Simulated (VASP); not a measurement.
Set up this calculation in VASP 6.6.1, as the native input.

| Quantity | Value |
| --- | --- |
| Task | single point |
| Functional | PBEsol |
| Potentials or basis | VASP PAW PBE potentials, release 64 (Ti_sv, Co) |
| Cutoff | 520 eV |
| k mesh | 10 × 10 × 10 |
| Occupations | fermi-dirac, width 0.05 eV |
| Spin | no spin polarisation |
| Dipole correction | no |
| Further INCAR settings | ALGO = Normal; EDIFF = 1e-06; NBANDS = 28 |

The structure of TiCo3 lies in POSCAR:

```
TiCo3
1.0
    3.4981019942      0.0000000000      0.0000000000
    0.0000000000      3.4981019942      0.0000000000
    0.0000000000      0.0000000000      3.4981019942
Ti Co
1 3
Direct
    0.0000000000      0.0000000000      0.0000000000
    0.0000000000      0.5000000000      0.5000000000
    0.5000000000      0.0000000000      0.5000000000
    0.5000000000      0.5000000000      0.0000000000
```

These files were run (other wordings do the same):

INCAR

```
SYSTEM = TiCo3
  PREC = Accurate
  ENCUT = 520
  EDIFF = 1E-6
  ISMEAR = -1
  SIGMA = 0.05
  LREAL = .FALSE.
  LASPH = .TRUE.
  NELM = 60
  ALGO = Normal
  ISIF = 2
  LWAVE = .FALSE.
  LCHARG = .FALSE.
  GGA = PS
  NBANDS = 28
```

KPOINTS

```
Automatic mesh
0
G
  10 10 10
  0 0 0
```

Potentials or basis: VASP PAW PBE potentials, release 64 (Ti_sv, Co).

The run is started by

```bash
$ cat potpaw_PBE.64/Ti_sv/POTCAR potpaw_PBE.64/Co/POTCAR > POTCAR
$ mpirun -np 1 vasp_std > vasp.out
```

It gave:

```yaml
Pressure: 5.4 GPa
Band_gap_on_the_k_mesh: zero (an odd number of electrons rules out a gap without spin polarisation)
```

Caveat: the cell stands under pressure; the PAW data sets were made with another functional, which shifts forces and pressure a little; the run has no spin polarisation, though such a crystal can be magnetic.

Run time: 110 s on 1 thread of Intel Xeon 8259CL, with other jobs on the host, peak memory 0.2 GiB.
